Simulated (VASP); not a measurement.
The system is NaI.

```
Na I
1.0
     0.00000    3.34205    3.34205
     3.34205    0.00000    3.34205
     3.34205    3.34205    0.00000
Na I
1 1
Direct
  0.00000 0.00000 0.00000
  0.25000 0.25000 0.25000
```

* Program: VASP 6.6.1
* Task: relaxation of cell and atoms
* Functional: PBEsol
* Potentials or basis: VASP PAW PBE potentials, release 64 (Na_pv, I)
* Cutoff: 600 eV
* k mesh: 6 × 6 × 6
* Occupations: fermi-dirac, width 0.03 eV
* Spin: no spin polarisation

At the start: pressure 2.7 GPa; volume 37.33 Å³/atom.

Problem. Where does the relaxation end?

Solution. Over 4 steps the energy falls by 49.7 meV/atom and the volume is 44.04 Å³/atom (+18.0 %); space group F-43m (No. 216, to 0.1 Å) before and after.

Step by step:
| step | energy change (eV) | largest force (eV/Å) | pressure (GPa) | volume (Å³) |
| --- | --- | --- | --- | --- |
| 1 | 0.0000 | 0.0000 | 2.75 | 74.66 |
| 2 | -0.0806 | 0.0000 | 1.01 | 81.79 |
| 3 | -0.0987 | 0.0000 | 0.18 | 86.85 |
| 4 | -0.0994 | 0.0000 | 0.02 | 88.08 |

Final structure:
```xyz
2
Lattice="0.0000 3.5314 3.5314 3.5314 0.0000 3.5314 3.5314 3.5314 0.0000" Properties=species:S:1:pos:R:3 pbc="T T T"
Na    3.5314    7.0628    3.5314
I     1.7657    1.7657    1.7657
```

Caveat: the volume moved by over 15 % at a fixed basis, so the end points are rough; the structure was generated, so it needn't be the stable form of NaI; the PAW data sets were made with another functional, which shifts forces and pressure a little.
